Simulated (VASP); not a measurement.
# Be (Fd-3m) in VASP: single point with PBEsol

Aim: the single point of Be with PBEsol.

All numbers are computed with VASP 6.6.1; they aren't measurements. Logs are shortened: lines on timing, memory, paths and dates and some standing lists are left out, and cuts for length are marked.

## 1. The cell of the first run

It takes space group Fd-3m (No. 227, cubic). The conventional cell has a = 4.881 Å, b = 4.881 Å, c = 4.881 Å, α = 90.00°, β = 90.00°, γ = 90.00°. Within 2.8 Å of Be (site symmetry -43m) lie 4 Be at 2.11 Å.

## 2. Single point, PBEsol

File INCAR:

```
SYSTEM = Be
ALGO     = Normal         ! electronic algorithm
EDIFF    = 1E-6           ! SCF threshold, eV
ENCUT    = 520            ! plane-wave cutoff, eV
GGA      = PS             ! functional
ISIF     = 2              ! what is computed and relaxed
ISMEAR   = -1             ! smearing method
LASPH    = .TRUE.         ! aspherical terms in the spheres
LCHARG   = .TRUE.         ! write CHGCAR
LELF     = .TRUE.         ! ELF
LREAL    = .FALSE.        ! projectors in reciprocal space
LVHAR    = .TRUE.       
LWAVE    = .FALSE.        ! write WAVECAR
NBANDS   = 9              ! bands
NELM     = 60             ! most SCF steps
PREC     = Accurate       ! precision mode
SIGMA    = 0.13605693000000002 ! smearing width, eV
```

File KPOINTS:

```
k-points
0
G
  9 9 9
  0 0 0
```

File POSCAR:

```
Be
1.0
    0.0000000000      2.4403479751      2.4403479751
    2.4403479751      0.0000000000      2.4403479751
    2.4403479751      2.4403479751      0.0000000000
Be
2
Direct
    0.0000000000      0.0000000000      0.0000000000
    0.2500000000      0.2500000000      0.2500000000
```

Potentials or basis: VASP PAW PBE potentials, release 64 (Be).

Run with:

```console
cat potpaw_PBE.64/Be/POTCAR > POTCAR
mpirun -np 1 vasp_std > vasp.out
```

OUTCAR:

```text
SYSTEM = Be
   EDIFF = 1E-6
   ENCUT = 520
   GGA = PS
   ISIF = 2
   ISMEAR = -1
   LASPH = .TRUE.
   LREAL = .FALSE.
   NELM = 60
   PREC = Accurate

 ion  position               nearest neighbor table
   1  0.000  0.000  0.000-   2 2.11   2 2.11   2 2.11   2 2.11
   2  0.250  0.250  0.250-   1 2.11   1 2.11   1 2.11   1 2.11

  LATTYP: Found a face centered cubic cell.
 ALAT       =     4.8806959502

  Lattice vectors:

 A1 = (   0.0000000000,   2.4403479751,   2.4403479751)
 A2 = (   2.4403479751,   0.0000000000,   2.4403479751)
 A3 = (   2.4403479751,   2.4403479751,   0.0000000000)

Analysis of symmetry for initial positions (statically):
=====================================================================
 Subroutine PRICEL returns:
 Original cell was already a primitive cell.

 Routine SETGRP: Setting up the symmetry group for a
 face centered cubic supercell.

 Subroutine GETGRP returns: Found 48 space group operations
 (whereof 24 operations were pure point group operations)
 out of a pool of 48 trial point group operations.

The static configuration has the point symmetry T_d .
 The point group associated with its full space group is O_h .

Analysis of symmetry for dynamics (positions and initial velocities):
=====================================================================
 Subroutine PRICEL returns:
 Original cell was already a primitive cell.

 Routine SETGRP: Setting up the symmetry group for a
 face centered cubic supercell.

 Subroutine GETGRP returns: Found 48 space group operations
 (whereof 24 operations were pure point group operations)
 out of a pool of 48 trial point group operations.

The dynamic configuration has the point symmetry T_d .
 The point group associated with its full space group is O_h .

 Subroutine INISYM returns: Found 48 space group operations
 (whereof 24 operations are pure point group operations),
 and found     1 'primitive' translations

----------------------------------------------------------------------------------------

                                     Primitive cell

  volume of cell :      29.0660

  direct lattice vectors                    reciprocal lattice vectors
     0.000000000  2.440347975  2.440347975    -0.204888813  0.204888813  0.204888813
     2.440347975  0.000000000  2.440347975     0.204888813 -0.204888813  0.204888813
     2.440347975  2.440347975  0.000000000     0.204888813  0.204888813 -0.204888813

  length of vectors
     3.451173203  3.451173203  3.451173203     0.354877834  0.354877834  0.354877834

  position of ions in fractional coordinates (direct lattice)
     0.000000000  0.000000000  0.000000000
     0.250000000  0.250000000  0.250000000
[... 85 lines left out ...]
   POTIM  = 0.5000    time-step for ionic-motion
   TEBEG  =    0.0;   TEEND  =   0.0 temperature during run
   PSTRESS=    0.0 pullay stress
   NELECT =       4.0000    total number of electrons
   NUPDOWN=      -1.0000    fix difference up-down
   EMIN   =  10.00;   EMAX   =-10.00  energy-range for DOS
   EFERMI =   0.00;   METHOD = LEGACY
   ISMEAR =    -1;   SIGMA  =   0.14  broadening in eV -4-tet -1-fermi 0-gaus
   EFERMI_NEDOS =   21; number of points for ismear=-14 and -15
   IALGO  =     38    algorithm
   IMIX   =      4    mixing-type and parameters
     AMIX     =   0.40;   BMIX     =  1.00
     AMIX_MAG =   1.60;   BMIX_MAG =  1.00
  volume/ion in A,a.u.               =      14.53        98.07
  Fermi-wavevector in a.u.,A,eV,Ry     =   0.845213  1.597222  9.719809  0.714386
  Thomas-Fermi vector in A             =   1.960366
   LORBIT       =      0    0 simple, 1 ext, 2 COOP (PROOUT), +10 PAW based schemes
   GGA     = PS    functional components
   LHFCALC =     F    Hartree Fock is set to
   AEXX    =    0.0000 exact exchange contribution
   IVDW    =     0    specifies the selected vdW correction
   LEPSILON=     F    determine dielectric tensor
   LRPA    =     F    only Hartree local field effects (RPA)
 non-spin polarized calculation
  energy-cutoff  :      520.00
  volume of cell :       29.07
 maximum number of plane-waves:       797
 NGX is ok and might be reduce to    28
   NGX = 13   NGY = 13   NGZ = 13

 number of electron       4.0000000 magnetization

 Free energy of the ion-electron system (eV)
  ---------------------------------------------------
  ext. energy  EPLUGINS =         0.00000000
  ---------------------------------------------------
  free energy    TOTEN  =        -4.64971046 eV

  energy without entropy =       -4.59423891  energy(sigma->0) =       -4.62197469

 E-fermi :   1.8462     XC(G=0):  -8.6212

 val. band max:        1.8188610418   @ k =   0.3333   0.1111   0.0000
 cond. band min:       1.8517980866   @ k =  -0.4444   0.4444   0.0000
 fundamental gap:      0.0329370448
 Fermi energy:         1.8461732528

 k-point     1 :       0.0000    0.0000    0.0000
  band No.  band energies     occupation
      1      -5.5071      2.00000
      2       6.6574      0.00000
      3       6.6574      0.00000
      4       6.6574      0.00000
      5       9.1720      0.00000
      6       9.1720      0.00000
      7       9.1720      0.00000
      8      15.9640      0.00000
      9      16.2338      0.00000
[... 265 lines left out ...]
 k-point    24 :       0.4444    0.4444    0.0000
  band No.  band energies     occupation
      1      -1.5767      2.00000
      2       0.5082      1.99989
      3       2.6399      0.00584
      4       2.6399      0.00584
      5       7.9568      0.00000
      6       8.2369      0.00000
      7      16.8271      0.00000
      8      16.8271      0.00000
      9      20.2447      0.00000

 [... further k-points ...]

------------------------ aborting loop because EDIFF is reached ----------------------------------------

  FORCE on cell =-STRESS in cart. coord.  units (eV):
  Direction    XX          YY          ZZ          XY          YZ          ZX
  --------------------------------------------------------------------------------------
  -------------------------------------------------------------------------------------
  Total        0.0004199      0.0004199      0.0004199      0.0000000     -0.0000000     -0.0000000
  in kB        0.0231447      0.0231447      0.0231447      0.0000000     -0.0000000     -0.0000000
  external PRESSURE =       0.0231447 kB  Pullay stress =       0.0000000 kB

 VOLUME and BASIS-vectors are now :
 -----------------------------------------------------------------------------
  energy-cutoff  :      520.00
  volume of cell :       29.07
      direct lattice vectors                 reciprocal lattice vectors
     0.000000000  2.440347975  2.440347975    -0.204888813  0.204888813  0.204888813
     2.440347975  0.000000000  2.440347975     0.204888813 -0.204888813  0.204888813
     2.440347975  2.440347975  0.000000000     0.204888813  0.204888813 -0.204888813

 POSITION                                       TOTAL-FORCE (eV/Angst)
 -----------------------------------------------------------------------------------
      0.00000      0.00000      0.00000        -0.000000     -0.000000     -0.000000
      1.22017      1.22017      1.22017         0.000000      0.000000      0.000000
 -----------------------------------------------------------------------------------
    total drift:                                0.000000      0.000000     -0.000000

  FREE ENERGIE OF THE ION-ELECTRON SYSTEM (eV)
  ---------------------------------------------------
  free  energy   TOTEN  =        -4.6497104627 eV

  energy  without entropy=       -4.5942389100  energy(sigma->0) =       -4.62197469
```

OSZICAR:

```text
N       E                     dE             d eps       ncg     rms          rms(c)
DAV:   1    -0.672692915156E+00   -0.67269E+00   -0.17521E+03   630   0.357E+02
DAV:   2    -0.460944329173E+01   -0.39368E+01   -0.37623E+01   962   0.411E+01
DAV:   3    -0.467035464881E+01   -0.60911E-01   -0.60392E-01   767   0.388E+00
DAV:   4    -0.467046035309E+01   -0.10570E-03   -0.10569E-03   927   0.192E-01
DAV:   5    -0.467046036902E+01   -0.15934E-07   -0.15844E-07   742   0.212E-03    0.804E-01
DAV:   6    -0.465629092775E+01    0.14169E-01   -0.39847E-03   872   0.357E-01    0.484E-01
DAV:   7    -0.464971106171E+01    0.65799E-02   -0.72231E-03   867   0.443E-01    0.172E-02
DAV:   8    -0.464971144422E+01   -0.38251E-06   -0.55167E-05   732   0.466E-02    0.518E-03
DAV:   9    -0.464971046266E+01    0.98156E-06   -0.16184E-06   771   0.103E-02
   1 F= -.46497105E+01 E0= -.46219747E+01  d E =-.554716E-01
```

stdout:

```text
POSCAR found type information on POSCAR Be
 POSCAR found :  1 types and       2 ions
 scaLAPACK will be used
 -----------------------------------------------------------------------------
|                                                                             |
|                                                                             |
|     You enforced a specific xc type in the INCAR file but a different       |
|     I HOPE YOU KNOW WHAT YOU ARE DOING!                                     |
|                                                                             |
 -----------------------------------------------------------------------------

 LDA part: xc-table for (Slater+PW92), standard interpolation
 POSCAR, INCAR and KPOINTS ok, starting setup
 FFT: planning ... GRIDC
 FFT: planning ... GRID_SOFT
 FFT: planning ... GRID
 WAVECAR not read
 entering main loop
```

It took 14 s on 1 thread of AMD EPYC 7R43 (Zen 3), shared host; peak memory 0.1 GiB.

Results:

* Free energy: -4.6497 eV
* Pressure: 0.0 GPa
* Band gap on the k mesh: zero (band 2 reaches 6.66 eV, above the bottom of band 3 at 0.55 eV)

Levels at points of the mesh, in eV from the Fermi level:
```csv
k point,band 1,band 2,band 3,band 4,band 5,band 6,band 7
"(0.00, 0.00, 0.00)",-7.35,4.81,4.81,4.81,7.33,7.33,7.33
```

Caveat: the PAW data sets were made with another functional, which shifts forces and pressure a little.
